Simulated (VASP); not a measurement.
Set up this calculation in VASP 6.6.1, as the native input.

```yaml
Task: single point
Functional: PBEsol
Potentials_or_basis: VASP PAW PBE potentials, release 64 (Rh_pv)
Cutoff: 520 eV
k_mesh: 18 × 18 × 6
Occupations: gaussian, width 0.15 eV
Spin: no spin polarisation
Dipole_correction: no
Further_INCAR_settings: ALGO = Fast; EDIFF = 1e-06; NBANDS = 38
```

The structure of Rh lies in POSCAR:

```
Rh
1.0
    2.6221000000      0.0000000000      0.0000000000
   -1.3110500000      2.2708052113      0.0000000000
    0.0000000000      0.0000000000      8.4948000000
Rh
4
Direct
    0.0000000000      0.0000000000      0.0000000000
    0.3333333333      0.6666666667      0.2500000000
    0.0000000000      0.0000000000      0.5000000000
    0.6666666667      0.3333333333      0.7500000000
```

This isn't the form of Rh at room conditions, which is fcc.

The input as run:

INCAR

```
PREC = Accurate ; ENCUT = 520
EDIFF = 1E-6 ; ISMEAR = 0
SIGMA = 0.15 ; LREAL = False
LASPH = True ; NELM = 100
ALGO = Fast ; ISIF = 2
LWAVE = False ; LCHARG = True
GGA = PS ; LELF = True
LVHAR = True ; NBANDS = 38
```

KPOINTS

```
regular mesh
0
Gamma
  18 18 6
```

Potentials or basis: VASP PAW PBE potentials, release 64 (Rh_pv).

Launch:

```bash
$ cat potpaw_PBE.64/Rh_pv/POTCAR > POTCAR
$ mpirun -np 1 vasp_std > vasp.out
```

Results of the run:

The pressure is 23.6 GPa and the band gap on the k mesh is zero (bands 30 and 31 overlap by 2.29 eV).

Caveat: the cell stands under pressure; the PAW data sets were made with another functional, which shifts forces and pressure a little.

It took 4.7 min on 1 thread of Intel(R) Xeon(R) Platinum 8375C CPU @ 2.90GHz (Ice Lake), with other jobs on the host, peak memory 0.31 GiB.
